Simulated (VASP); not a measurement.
# Si16Ge (a cell with a defect) in VASP: a series of runs

Si16Ge (a cell with a defect) is run at these levels: PBE+D3(BJ); tasks: single point.

All numbers are computed with VASP 6.6.1; they aren't measurements. Logs are shortened: lines on timing, memory, paths and dates and some standing lists are left out, and cuts for length are marked.

**1. The cell of the first run**

The cell holds a defect, 17 atoms: a = 7.679 Å, b = 7.679 Å, c = 7.679 Å, α = 60.00°, β = 60.00°, γ = 60.00°.

**2. Single point, PBE+D3(BJ)**

The input, INCAR:

```
PREC = Accurate
ENCUT = 520
EDIFF = 1E-6
ISMEAR = -1
SIGMA = 0.05
LREAL = Auto
LASPH = True
NELM = 80
ALGO = Normal
ISIF = 2
LWAVE = False
LCHARG = False
GGA = PE
IVDW = 12
NBANDS = 53
```

The input, KPOINTS:

```
Automatic mesh
0
Gamma
  2 2 2
```

The input, POSCAR:

```
Si16Ge
1.0
    0.0000000000      5.4300000000      5.4300000000
    5.4300000000      0.0000000000      5.4300000000
    5.4300000000      5.4300000000      0.0000000000
Si Ge
16 1
Direct
    0.0404788214     -0.0687661142      0.0221731123
    0.1761878453      0.1048987109      0.0741252302
    0.0497145488     -0.0551289134      0.4557918969
    0.1851473297      0.0119797422      0.6594014733
    0.0676335175      0.5122928177     -0.0383149171
    0.2166574586      0.5626243094      0.1454972376
    0.0604604052      0.4131860037      0.5295395948
    0.1867127072      0.5692541436      0.6237292818
    0.5443646409     -0.0541436464     -0.0434990792
    0.6717311234      0.0481399632      0.1066850829
    0.5541160221     -0.0836003683      0.5136740331
    0.6776703499      0.0778176796      0.6094751381
    0.6118416206      0.4358195212     -0.0477900552
    0.7053406998      0.5707182320      0.0861141805
    0.5636464088      0.4513812155      0.4497974217
    0.7040423573      0.5505801105      0.5931031308
    0.3045027624      0.1807826888      0.2630294659
```

Potentials or basis: VASP PAW PBE potentials, release 64 (Si, Ge_d).

On the command line:

```sh
> cat potpaw_PBE.64/Si/POTCAR potpaw_PBE.64/Ge_d/POTCAR > POTCAR
> mpirun -np 1 vasp_std > vasp.out
```

OUTCAR:

```text
PREC = Accurate
   ENCUT = 520
   EDIFF = 1E-6
   ISMEAR = -1
   LREAL = Auto
   LASPH = True
   NELM = 80
   ISIF = 2
   GGA = PE
   IVDW = 12
 IVDW          = 12

 ion  position               nearest neighbor table
   1  0.040  0.931  0.022-   4 2.29   2 2.32  10 2.33   6 2.35
   2  0.176  0.105  0.074-   1 2.32   9 2.32   3 2.41  17 2.50   5 2.58
   3  0.050  0.945  0.456-  12 2.35   8 2.39   2 2.41   4 2.60  17 2.70
   4  0.185  0.012  0.659-   1 2.29  11 2.32  17 2.50   7 2.52   3 2.60
   5  0.068  0.512  0.962-   8 2.16  14 2.32   6 2.46   2 2.58  17 2.97
   6  0.217  0.563  0.145-   1 2.35  17 2.42   7 2.43   5 2.46  13 2.52
   7  0.060  0.413  0.530-  16 2.27   8 2.37   6 2.43   4 2.52  17 2.71
   8  0.187  0.569  0.624-   5 2.16   7 2.37   3 2.39  15 2.39
   9  0.544  0.946  0.957-  12 2.19   2 2.32  14 2.37  10 2.39  17 2.96
  10  0.672  0.048  0.107-  17 2.32   1 2.33   9 2.39  13 2.48  11 2.56
  11  0.554  0.916  0.514-  16 2.31   4 2.32  12 2.40  10 2.56  17 2.72
  12  0.678  0.078  0.609-   9 2.19   3 2.35  15 2.35  11 2.40
  13  0.612  0.436  0.952-  16 2.26  14 2.28  10 2.48   6 2.52
  14  0.705  0.571  0.086-  13 2.28  15 2.29   5 2.32   9 2.37
  15  0.564  0.451  0.450-  14 2.29  12 2.35   8 2.39  16 2.41
  16  0.704  0.551  0.593-  13 2.26   7 2.27  11 2.31  15 2.41
  17  0.305  0.181  0.263-  10 2.32   6 2.42   4 2.50   2 2.50   3 2.70   7 2.71  11 2.72   9 2.96
                             5 2.97

  LATTYP: Found a face centered cubic cell.
 ALAT       =    10.8600000000

  Lattice vectors:

 A1 = (   0.0000000000,   5.4300000000,   5.4300000000)
 A2 = (   5.4300000000,   0.0000000000,   5.4300000000)
 A3 = (   5.4300000000,   5.4300000000,   0.0000000000)

Analysis of symmetry for initial positions (statically):
=====================================================================
 Subroutine PRICEL returns:
 Original cell was already a primitive cell.

 Routine SETGRP: Setting up the symmetry group for a
 face centered cubic supercell.

 Subroutine GETGRP returns: Found  1 space group operations
 (whereof  1 operations were pure point group operations)
 out of a pool of 48 trial point group operations.

The static configuration has the point symmetry C_1 .

Analysis of symmetry for dynamics (positions and initial velocities):
=====================================================================
 Subroutine PRICEL returns:
 Original cell was already a primitive cell.

 Routine SETGRP: Setting up the symmetry group for a
 face centered cubic supercell.

 Subroutine GETGRP returns: Found  1 space group operations
 (whereof  1 operations were pure point group operations)
 out of a pool of 48 trial point group operations.

The dynamic configuration has the point symmetry C_1 .

 Subroutine INISYM returns: Found  1 space group operations
 (whereof  1 operations are pure point group operations),
 and found     1 'primitive' translations

----------------------------------------------------------------------------------------

                                     Primitive cell

  volume of cell :     320.2060

  direct lattice vectors                    reciprocal lattice vectors
     0.000000000  5.430000000  5.430000000    -0.092081031  0.092081031  0.092081031
     5.430000000  0.000000000  5.430000000     0.092081031 -0.092081031  0.092081031
     5.430000000  5.430000000  0.000000000     0.092081031  0.092081031 -0.092081031

  length of vectors
     7.679179644  7.679179644  7.679179644     0.159489025  0.159489025  0.159489025

  position of ions in fractional coordinates (direct lattice)
     0.040478821  0.931233886  0.022173112
     0.176187845  0.104898711  0.074125230
     0.049714549  0.944871087  0.455791897
     0.185147330  0.011979742  0.659401473
     0.067633517  0.512292818  0.961685083
     0.216657459  0.562624309  0.145497238
[... 9 lines left out ...]
     0.704042357  0.550580111  0.593103131
     0.304502762  0.180782689  0.263029466

  ion indices of the primitive-cell ions
   primitive index   ion index
                 1           1
                 2           2
                 3           3
                 4           4
                 5           5
                 6           6
[... 9 lines left out ...]
                16          16
                17          17

----------------------------------------------------------------------------------------

 KPOINTS: Automatic mesh

Automatic generation of k-mesh.
 Grid dimensions read from file:
 generate k-points for:    2    2    2

 Generating k-lattice:

  Cartesian coordinates                     Fractional coordinates (reciprocal lattice)
    -0.046040516  0.046040516  0.046040516     0.500000000  0.000000000  0.000000000
     0.046040516 -0.046040516  0.046040516     0.000000000  0.500000000  0.000000000
     0.046040516  0.046040516 -0.046040516     0.000000000  0.000000000  0.500000000

  Length of vectors
     0.079744512  0.079744512  0.079744512

  Shift w.r.t. Gamma in fractional coordinates (k-lattice)
     0.000000000  0.000000000  0.000000000

 Subroutine IBZKPT returns following result:
 ===========================================

 Found      8 irreducible k-points:

 Following reciprocal coordinates:
            Coordinates               Weight
  0.000000  0.000000  0.000000      1.000000
  0.500000  0.000000  0.000000      1.000000
  0.000000  0.500000  0.000000      1.000000
  0.000000  0.000000  0.500000      1.000000
  0.500000  0.500000  0.500000      1.000000
  0.500000  0.500000  0.000000      1.000000
  0.000000  0.500000  0.500000      1.000000
  0.500000  0.000000  0.500000      1.000000
   k-points           NKPTS =      8   k-points in BZ     NKDIM =      8   number of bands    NBANDS=     53
   number of dos      NEDOS =    301   number of ions     NIONS =     17
   total plane-waves  NPLWV = 216000
   dimension x,y,z NGX =    60 NGY =   60 NGZ =   60
   dimension x,y,z NGXF=   120 NGYF=  120 NGZF=  120
   ions per type =              16   1
   NGX,Y,Z   is equivalent  to a cutoff of  12.99, 12.99, 12.99 a.u.
   NGXF,Y,Z  is equivalent  to a cutoff of  25.98, 25.98, 25.98 a.u.
 SYSTEM =  unknown system
   PREC   = accura    normal or accurate (medium, high low for compatibility)
   ISTART =      0    job   : 0-new  1-cont  2-samecut
   ICHARG =      2    charge: 1-file 2-atom 10-const
   ISPIN  =      1    spin polarized calculation?
   LNONCOLLINEAR =      F non collinear calculations
   LSORBIT =      F    spin-orbit coupling
   LASPH  =      T    aspherical Exc in radial PAW
   ENCUT  =  520.0 eV  38.22 Ry    6.18 a.u.  14.28 14.28 14.28*2*pi/ulx,y,z
   NELM   =     80;   NELMIN=  2; NELMDL= -5     # of ELM steps
   EDIFF  = 0.1E-05   stopping-criterion for ELM
   LREAL  =      T    real-space projection
   EDIFFG = 0.1E-04   stopping-criterion for IOM
   NSW    =      0    number of steps for IOM
   IBRION =     -1    ionic relax: 0-MD 1-quasi-New 2-CG
   NFREE  =      0    steps in history (QN), initial steepest desc. (CG)
   ISIF   =      2    stress and relaxation
   ISYM   =      2    0-nonsym 1-usesym 2-fastsym
   POTIM  = 0.5000    time-step for ionic-motion
   TEBEG  =    0.0;   TEEND  =   0.0 temperature during run
   PSTRESS=    0.0 pullay stress
   NELECT =      78.0000    total number of electrons
   NUPDOWN=      -1.0000    fix difference up-down
   EMIN   =  10.00;   EMAX   =-10.00  energy-range for DOS
   EFERMI =   0.00;   METHOD = LEGACY
   ISMEAR =    -1;   SIGMA  =   0.05  broadening in eV -4-tet -1-fermi 0-gaus
   EFERMI_NEDOS =   21; number of points for ismear=-14 and -15
   IALGO  =     38    algorithm
   IMIX   =      4    mixing-type and parameters
     AMIX     =   0.40;   BMIX     =  1.00
     AMIX_MAG =   1.60;   BMIX_MAG =  1.00
  volume/ion in A,a.u.               =      18.84       127.11
  Fermi-wavevector in a.u.,A,eV,Ry     =   1.022421  1.932096 14.222785  1.045345
  Thomas-Fermi vector in A             =   2.156100
   LORBIT       =      0    0 simple, 1 ext, 2 COOP (PROOUT), +10 PAW based schemes
   GGA     = PE    functional components
   LHFCALC =     F    Hartree Fock is set to
   AEXX    =    0.0000 exact exchange contribution
   IVDW    =    12    specifies the selected vdW correction
   LEPSILON=     F    determine dielectric tensor
   LRPA    =     F    only Hartree local field effects (RPA)
 non-spin polarized calculation
  energy-cutoff  :      520.00
  volume of cell :      320.21
 maximum number of plane-waves:      8646
 NGX is ok and might be reduce to    60
   NGX = 29   NGY = 29   NGZ = 29

 number of electron      78.0000000 magnetization

 Free energy of the ion-electron system (eV)
  ---------------------------------------------------
  ext. energy  EPLUGINS =         0.00000000
  ---------------------------------------------------
  free energy    TOTEN  =       -85.38535532 eV

  energy without entropy =      -85.34401073  energy(sigma->0) =      -85.36468303

 E-fermi :   6.8974     XC(G=0):  -9.7895

 val. band max:        6.8819021582   @ k =   0.0000   0.0000   0.0000
 cond. band min:       6.9024808451   @ k =   0.5000   0.0000   0.5000
 fundamental gap:      0.0205786869
 Fermi energy:         6.8974460639

 k-point     1 :       0.0000    0.0000    0.0000
  band No.  band energies     occupation
      1     -18.1896      2.00000
      2     -18.1789      2.00000
      3     -18.1661      2.00000
      4     -18.1608      2.00000
      5     -18.1536      2.00000
      6      -6.3248      2.00000
[... 43 lines left out ...]
     50       8.3363      0.00000
     51       8.7966      0.00000

 k-point     2 :       0.5000    0.0000    0.0000
  band No.  band energies     occupation
      1     -18.1896      2.00000
      2     -18.1789      2.00000
      3     -18.1662      2.00000
      4     -18.1608      2.00000
      5     -18.1536      2.00000
      6      -5.9167      2.00000
[... 43 lines left out ...]
     50       9.9013      0.00000
     51       9.9561      0.00000

 k-point     3 :       0.0000    0.5000    0.0000
  band No.  band energies     occupation
      1     -18.1896      2.00000
      2     -18.1789      2.00000
      3     -18.1662      2.00000
      4     -18.1608      2.00000
      5     -18.1536      2.00000
      6      -5.9054      2.00000
[... 43 lines left out ...]
     50       9.8001      0.00000
     51      10.0851      0.00000

 k-point     4 :       0.0000    0.0000    0.5000
  band No.  band energies     occupation
      1     -18.1896      2.00000
      2     -18.1789      2.00000
      3     -18.1662      2.00000
      4     -18.1608      2.00000
      5     -18.1536      2.00000
      6      -5.8728      2.00000
[... 43 lines left out ...]
     50       9.8018      0.00000
     51       9.9602      0.00000

 k-point     5 :       0.5000    0.5000    0.5000
  band No.  band energies     occupation
      1     -18.1896      2.00000
      2     -18.1789      2.00000
      3     -18.1662      2.00000
      4     -18.1608      2.00000
      5     -18.1536      2.00000
      6      -5.8994      2.00000
[... 43 lines left out ...]
     50       9.9239      0.00000
     51      10.0420      0.00000

 k-point     6 :       0.5000    0.5000    0.0000
  band No.  band energies     occupation
      1     -18.1896      2.00000
      2     -18.1789      2.00000
      3     -18.1662      2.00000
      4     -18.1608      2.00000
      5     -18.1536      2.00000
      6      -5.7893      2.00000
[... 43 lines left out ...]
     50      10.3218      0.00000
     51      10.4354      0.00000

 k-point     7 :       0.0000    0.5000    0.5000
  band No.  band energies     occupation
      1     -18.1896      2.00000
      2     -18.1789      2.00000
      3     -18.1662      2.00000
      4     -18.1608      2.00000
      5     -18.1536      2.00000
      6      -5.7543      2.00000
[... 43 lines left out ...]
     50      10.3456      0.00000
     51      10.3771      0.00000

 k-point     8 :       0.5000    0.0000    0.5000
  band No.  band energies     occupation
      1     -18.1896      2.00000
      2     -18.1789      2.00000
      3     -18.1662      2.00000
      4     -18.1608      2.00000
      5     -18.1536      2.00000
      6      -5.7678      2.00000
[... 43 lines left out ...]
     50      10.3136      0.00000
     51      10.4108      0.00000
 [bands above 51 left out]

------------------------ aborting loop because EDIFF is reached ----------------------------------------

 Edisp (eV)   -5.66445

 E8    (eV) :    -2.3531

  FORCE on cell =-STRESS in cart. coord.  units (eV):
  Direction    XX          YY          ZZ          XY          YZ          ZX
  --------------------------------------------------------------------------------------
  -------------------------------------------------------------------------------------
  Total       8.01520     5.04657     4.15347     1.81387    -0.64693    -6.39523
  in kB      40.10474    25.25091    20.78221     9.07584    -3.23699   -31.99904
  external pressure =       28.71 kB  Pullay stress =        0.00 kB

 VOLUME and BASIS-vectors are now :
 -----------------------------------------------------------------------------
  energy-cutoff  :      520.00
  volume of cell :      320.21
      direct lattice vectors                 reciprocal lattice vectors
     0.000000000  5.430000000  5.430000000    -0.092081031  0.092081031  0.092081031
     5.430000000  0.000000000  5.430000000     0.092081031 -0.092081031  0.092081031
     5.430000000  5.430000000  0.000000000     0.092081031  0.092081031 -0.092081031

 POSITION                                       TOTAL-FORCE (eV/Angst)
 -----------------------------------------------------------------------------------
      5.17700      0.34020      5.27640         0.091336      0.146029     -0.221675
      0.97210      1.35920      1.52630         0.618947     -0.517549     -0.043706
      7.60560      2.74490      5.40060         0.361851      0.907932     -0.210891
      3.64560      4.58590      1.07040        -0.107339     -1.329533     -0.078369
      8.00370      5.58920      3.14900         0.996479      1.932744     -1.297589
      3.84510      1.96650      4.23150        -0.148480     -0.511570      0.590622
[... 9 lines left out ...]
      6.21020      7.04350      6.81260        -0.111628     -0.845197     -0.250977
      2.40990      3.08170      2.63510         0.488906     -0.446731     -0.704334
 -----------------------------------------------------------------------------------
    total drift:                               -0.000844     -0.004420     -0.001509

  FREE ENERGIE OF THE ION-ELECTRON SYSTEM (eV)
  ---------------------------------------------------
  free  energy   TOTEN  =       -91.0498032256 eV

  energy  without entropy=      -91.0084586315  energy(sigma->0) =      -91.02913093
```

Run time: 2.2 min. Hardware: 1 thread of Intel Xeon 6975P-C (Granite Rapids), shared host; peak memory 0.48 GiB.

What came out:

| Quantity | Value |
| --- | --- |
| Free energy | -91.0498 eV |
| Pressure | 2.9 GPa |
| Largest force | 2.805 eV/Å |
| Band gap on the k mesh | zero (band 39 reaches 6.98 eV, above the bottom of band 40 at 6.69 eV) |
| Dispersion energy per atom | -0.333 eV |

Forces on the atoms (eV/Å):
```
Si   0.091  0.146 -0.222
Si   0.619 -0.518 -0.044
Si   0.362  0.908 -0.211
Si  -0.107 -1.330 -0.078
Si   0.996  1.933 -1.298
Si  -0.148 -0.512  0.591
Si  -0.357  0.706  0.355
Si  -1.743 -1.786  1.280
Si   0.597  1.468 -0.817
Si  -0.156  0.899  1.026
Si  -0.268  0.149  1.068
Si  -1.608 -1.182  0.844
Si   0.230  0.047 -1.730
Si   0.123 -0.512  0.703
Si   0.992  0.875 -0.513
Si  -0.112 -0.845 -0.251
Ge   0.489 -0.447 -0.704
```

Stress tensor (GPa, compression positive):
```
 4.01  0.91 -3.20
 0.91  2.53 -0.32
-3.20 -0.32  2.08
```

Caveat: the k points lie up to 0.50 Å⁻¹ apart.

(Part 1 of 2 ends here.)
